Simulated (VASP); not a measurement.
# Mn: single point with r2SCAN

Mn:

```
Mn
1.0
     0.00000    1.97866    1.97866
     1.97866    0.00000    1.97866
     1.97866    1.97866    0.00000
Mn
1
Cartesian
  0.0000 0.0000 0.0000
```

This isn't the form of Mn at room conditions, which is a 58-atom cubic cell.

```
Program                : VASP 6.6.1
Task                   : single point
Functional             : r2SCAN
Potentials or basis    : VASP PAW PBE potentials, release 64 (Mn_pv)
Cutoff                 : 520 eV
k mesh                 : 15 × 15 × 15
Occupations            : fermi-dirac, width 0.05 eV
Spin                   : collinear spin, ferromagnetic start
Starting moments       : [3.802] μB
Dipole correction      : no
Further INCAR settings : ALGO = Normal; EDIFF = 1e-07; NBANDS = 16
```

The pressure is 0.3 GPa and the net moment is 3.84 μB per cell. The site moments are Mn +3.77 μB and the valence electrons inside the program's atomic spheres are Mn 11.53.

Levels at points of the mesh, in eV from the Fermi level:
Spin up:
| k point | band 4 | band 5 | band 6 | band 7 | band 8 | band 9 | band 10 | band 11 | band 12 | band 13 |
| --- | --- | --- | --- | --- | --- | --- | --- | --- | --- | --- |
| (0.00, 0.00, 0.00) | -8.03 | -2.76 | -2.76 | -2.76 | -1.89 | -1.89 | 18.41 | 21.87 | 21.87 | 21.87 |
Spin down:
| k point | band 2 | band 3 | band 4 | band 5 | band 6 | band 7 | band 8 | band 9 |
| --- | --- | --- | --- | --- | --- | --- | --- | --- |
| (0.00, 0.00, 0.00) | -46.35 | -46.35 | -7.81 | 1.90 | 1.90 | 1.90 | 3.38 | 3.38 |

Wall time 110 s on 1 thread of Intel(R) Xeon(R) 6975P-C (Granite Rapids) (shared host), peak memory 0.18 GiB.

Caveat: the PAW data sets were made with another functional, which shifts forces and pressure a little.
